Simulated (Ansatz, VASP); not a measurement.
## TiSi2: VASP beside Ansatz

```
CELL_PARAMETERS angstrom
0.00000 4.09090 4.24817
2.38092 0.00000 4.24817
2.38092 4.09090 0.00000
ATOMIC_POSITIONS crystal
Ti 0.75000 0.75000 0.75000
Ti 0.50000 0.50000 0.50000
Si 0.08622 0.41378 0.08622
Si 0.41378 0.08622 0.41378
Si 0.16378 0.83622 0.16378
Si 0.83622 0.16378 0.83622
```

Alike in both runs: functional PBEsol; k mesh 10 × 10 × 10; occupations gaussian, width 0.1 eV; no spin polarisation.

Ansatz relaxed the structure, and its values are those at the end. VASP's run is a single point on that final structure, the one shown.

|  | VASP | Ansatz |
| --- | --- | --- |
| version | VASP 6.6.1 | Ansatz 0.2.0 |
| potentials or method | VASP PAW PBE potentials, release 64 (Ti_sv, Si), cutoff 520 eV | scalar-relativistic, plane waves, PAW |
| valence electrons in the cell | 40 | 40 |

VASP gave:

```
gap on the k mesh at the Fermi level (eV) : none
pressure (GPa)                            : 0.2
```

Question: What did Ansatz give for the same quantities?

Answer: gap on the k mesh at the Fermi level (eV): none; pressure (GPa): 0.0.

VASP's potentials were made for PBE, not for PBEsol. A gap of «none» marks a metal or a gap that the smearing closes. With one functional, cell and mesh, what is left measures potentials, basis and numerics.
